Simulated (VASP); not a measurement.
NbCd3: single point with PBEsol

The system is NbCd3.

```xyz
4
Lattice="4.2150 0.0000 0.0000 0.0000 4.2150 0.0000 0.0000 0.0000 4.2150" Properties=species:S:1:pos:R:3 pbc="T T T"
Nb    0.0000    0.0000    0.0000
Cd    0.0000    2.1075    2.1075
Cd    2.1075    0.0000    2.1075
Cd    2.1075    2.1075    0.0000
```

```
Program                : VASP 6.6.1
Task                   : single point
Functional             : PBEsol
Potentials or basis    : VASP PAW PBE potentials, release 64 (Nb_sv, Cd)
Cutoff                 : 520 eV
k mesh                 : 10 × 10 × 10
Occupations            : gaussian, width 0.1 eV
Spin                   : no spin polarisation
Dipole correction      : no
Further INCAR settings : ALGO = Fast; EDIFF = 1e-07; NBANDS = 32
```

- Pressure: 1.9 GPa
- Band gap on the k mesh: zero (an odd number of electrons rules out a gap without spin polarisation)

Levels at points of the mesh, in eV from the Fermi level:
| k point | band 20 | band 21 | band 22 | band 23 | band 24 | band 25 | band 26 | band 27 | band 28 | band 29 |
| --- | --- | --- | --- | --- | --- | --- | --- | --- | --- | --- |
| (0.00, 0.00, 0.00) | -7.47 | -0.90 | -0.90 | 0.22 | 0.22 | 0.22 | 1.32 | 1.32 | 1.32 | 5.57 |
| (0.50, 0.00, 0.00) | -6.19 | -5.93 | -0.88 | -0.88 | -0.78 | 1.08 | 1.24 | 3.30 | 4.29 | 4.29 |
| (0.50, 0.50, 0.00) | -5.25 | -3.17 | -3.16 | -3.16 | -0.30 | -0.30 | 1.18 | 1.88 | 2.23 | 5.67 |
| (0.50, 0.50, 0.50) | -2.39 | -2.38 | -2.38 | -2.38 | -1.19 | -1.19 | -1.19 | 1.57 | 1.57 | 3.79 |

Run time: 98 s on 1 thread of AMD EPYC 9R45 (Zen 5), on a shared host, peak memory 0.22 GiB.

Caveat: the PAW data sets were made with another functional, which shifts forces and pressure a little.
